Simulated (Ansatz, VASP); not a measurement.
**One calculation of TeF3, two programs**

```
CELL_PARAMETERS angstrom
3.62065 0.00000 0.00000
0.00000 3.62065 0.00000
0.00000 0.00000 6.99183
ATOMIC_POSITIONS crystal
Te 0.00000 0.00000 0.00000
F 0.00000 0.00000 0.28172
F 0.00000 0.00000 0.71828
F 0.50000 0.50000 0.00000
```

Alike in both runs: functional PBE; k mesh 6 × 6 × 4; occupations gaussian, width 0.1 eV; no spin polarisation.

Ansatz relaxed the structure, and its values are those at the end. VASP's run is a single point on that final structure, the one shown.

|  | VASP | Ansatz |
| --- | --- | --- |
| version | VASP 6.6.1 | Ansatz 0.2.0 |
| potentials or method | VASP PAW PBE potentials, release 64 (Te, F), cutoff 520 eV | scalar-relativistic, plane waves, PAW |
| valence electrons in the cell | 27 | 37 |

```tsv
	VASP	Ansatz	Ansatz less VASP
gap on the k mesh at the Fermi level (eV)	none	none	-
pressure (GPa)	-0.2	0.1	+0.34
rms of the force components (eV/Å)	0.000	0.004	+0.0034
```

A gap of «none» marks a metal or a gap that the smearing closes. VASP's potentials hold 27 valence electrons a cell and Ansatz's 37, so a difference there can come from the potentials and not from the codes.

Spin-orbit coupling is off throughout.
